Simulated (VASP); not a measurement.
Here is a VASP 6.6.1 calculation.

INCAR

```
ALGO     = Normal         # electronic algorithm
EDIFF    = 1E-6           # SCF threshold, eV
ENCUT    = 520            # plane-wave cutoff, eV
GGA      = PE             # functional
ISIF     = 2              # what is computed and relaxed
ISMEAR   = 0              # smearing method
LASPH    = T              # aspherical terms in the spheres
LCHARG   = F              # write CHGCAR
LREAL    = Auto         
LWAVE    = F              # write WAVECAR
NBANDS   = 190            # bands
NELM     = 60             # most SCF steps
PREC     = Accurate       # precision mode
SIGMA    = 0.01           # smearing width, eV
```

The input KPOINTS:

```
Automatic mesh
0
Gamma
  2 2 2
  0.5 0.5 0.5
```

The input POSCAR:

```
Mo4Se9
1.0
   -6.6419223477      1.9173578277     -7.4957537622
    4.9814417608      4.7933945692     -7.4957537622
    1.6604805869     -6.7107523970     -7.4957537622
Se Mo
27 12
Direct
    0.2563330906      0.6409484752      0.1024869367
    0.5155773639      0.9001927485      0.3617312101
    0.2066484061      0.1252074234      0.4425234554
    0.8238954958      0.6702883540      0.2830456685
    0.4368918224      0.2085108804      0.1318268156
    0.0473525486      0.7587499164      0.9750124354
    0.2856729694      0.8215072070      0.6700493419
    0.8973867315      0.3588919223      0.5179200177
    0.1288585893      0.4319679332      0.2202883779
    0.7405920388      0.9809849939      0.0528022522
    0.3741345317      0.5134739739      0.8935063947
    0.9742765377      0.0563815562      0.7435405777
    0.5963696093      0.5912637907      0.5867458849
    0.6717661716      0.2820021161      0.8204303838
    0.6636447646      0.0482601492      0.5097986107
    0.3568229492      0.2753843737      0.5927521271
    0.9721879033      0.8185402807      0.4313339234
    0.5851800773      0.3568032879      0.2800787423
    0.1930901602      0.9044280933      0.1207024524
    0.4339248961      0.9697954619      0.8183417495
    0.0477237110      0.5092158016      0.6682650695
    0.2745486062      0.5777055449      0.3659665548
    0.8907689891      0.1312136655      0.2029767954
    0.5198127087      0.6591639909      0.0392440064
    0.1246004170      0.2067266080      0.8938775571
    0.7465982809      0.7414383338      0.7369228352
    0.8221112234      0.4323390956      0.9707542631
    0.9392911881      0.8803071358      0.1800521463
    0.5728379659      0.4034706172      0.0233619444
    0.1772080983      0.9574533505      0.8650090788
    0.7955288630      0.4859284240      0.7182350799
    0.0188552326      0.5618234829      0.4189918121
    0.6391079544      0.1044218721      0.2560921386
    0.8720812338      0.1801442476      0.9474668855
    0.4956917512      0.7185136847      0.7854450343
    0.1013130394      0.2566966184      0.6416827091
    0.7198064875      0.7945536771      0.4852618005
    0.3338983001      0.3239065727      0.3418455973
    0.4099382925      0.0237233390      0.5659603336
```

Potentials or basis: VASP PAW PBE potentials, release 64 (Se, Mo_sv).

Command:

```bash
$ cat potpaw_PBE.64/Se/POTCAR potpaw_PBE.64/Mo_sv/POTCAR > POTCAR
$ mpirun -np 1 vasp_std > vasp.out
```

Question: Predict the largest force.

Answer: 0.037 eV/Å.

Question: Predict the band gap on the k mesh.

Answer: 0.31 eV.

Question: Predict the pressure.

Answer: 1.7 GPa.

Stress tensor (GPa, compression positive):
```
2.38 0.00 0.00
0.00 2.38 0.00
0.00 0.00 0.20
```
